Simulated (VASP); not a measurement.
Here is a VASP 6.6.1 calculation.

INCAR

```
PREC     = Accurate       # precision mode
ENCUT    = 520            # plane-wave cutoff, eV
EDIFF    = 1E-7           # SCF threshold, eV
ISMEAR   = 0              # smearing method
SIGMA    = 0.1            # smearing width, eV
LREAL    = F              # projectors in reciprocal space
LASPH    = T              # aspherical terms in the spheres
NELM     = 60             # most SCF steps
ALGO     = Normal         # electronic algorithm
ISIF     = 2              # what is computed and relaxed
LWAVE    = F              # write WAVECAR
LCHARG   = F              # write CHGCAR
GGA      = PE             # functional
NBANDS   = 28             # bands
```

File KPOINTS:

```
regular mesh
0
Gamma
  6 6 6
```

File POSCAR:

```
C
1.0
    4.2873070770      0.0000000000      0.0000000000
   -2.1436535385      3.7129168425      0.0000000000
    0.0000000000      0.0000000000      3.6305120249
C
9
Direct
    0.7221038800      0.2546993564      0.5526911537
    0.7453006436      0.4674045235      0.2193578204
    0.5325954765      0.2778961200      0.8860244870
    0.2546993564      0.7221038800      0.4473088463
    0.4674045235      0.7453006436      0.7806421796
    0.2778961200      0.5325954765      0.1139755130
    0.8557462434      0.0000000000      0.6666666667
    0.0000000000      0.8557462434      0.3333333333
    0.1442537566      0.1442537566      0.0000000000
```

Potentials or basis: VASP PAW PBE potentials, release 64 (C).

Run with:

```console
$ cat potpaw_PBE.64/C/POTCAR > POTCAR
$ mpirun -np 1 vasp_std > vasp.out
```

**Question.** Estimate the pressure.

**Answer.** 0.6 GPa.

**Question.** Estimate the band gap on the k mesh.

**Answer.** Zero (band 18 reaches 9.26 eV, above the bottom of band 19 at 8.60 eV).

Forces on the atoms (eV/Å):
```
C    0.003  0.000 -0.009
C   -0.001  0.003 -0.009
C   -0.002 -0.003 -0.009
C   -0.002  0.003  0.009
C    0.003  0.000  0.009
C   -0.001 -0.003  0.009
C    0.031  0.000  0.000
C   -0.015  0.027  0.000
C   -0.015 -0.027  0.000
```
